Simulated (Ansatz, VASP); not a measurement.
Li3TaO4: VASP beside Ansatz

```
Li Ta O
1.0
    -2.04226    2.04226    4.25296
     2.04226   -2.04226    4.25296
     2.04226    2.04226   -4.25296
Li Ta O
3 1 4
Direct
  0.50382 0.50382 0.00000
  0.25032 0.75032 0.50000
  0.75032 0.25032 0.50000
  0.99991 0.99991 0.00000
  0.99995 0.49995 0.50000
  0.77387 0.77387 0.00000
  0.49995 0.99995 0.50000
  0.22535 0.22535 0.00000
```

Change from the starting cell: mode 1 (-167.1 1/cm) frozen in, largest displacement +0.033 Å.

Alike in both runs: task single point; functional PBEsol; k mesh 10 × 10 × 10; occupations gaussian, width 0.05 eV; no spin polarisation.

```csv
,VASP,Ansatz
version,VASP 6.6.1,Ansatz 0.2.0
potentials or method,"VASP PAW PBE potentials, release 64 (Li_sv, Ta_pv, O), cutoff 520 eV","scalar-relativistic, plane waves, PAW"
valence electrons in the cell,44,46
```

```tsv
	VASP	Ansatz	Ansatz less VASP
gap on the k mesh at the Fermi level (eV)	1.53	1.58	+0.048
least direct gap on the mesh (eV)	1.58	1.64	+0.052
rms of the force components (eV/Å)	0.042	0.006	-0.0365
```

VASP's potentials were made for PBE, not for PBEsol. Atom by atom the forces differ by 0.041 eV/Å (rms over components). VASP's potentials hold 44 valence electrons a cell and Ansatz's 46, so a difference there can come from the potentials and not from the codes.

Spin-orbit coupling is off throughout. Noted on VASP's run: the cutoff is short for stress, so the pressure is rough.
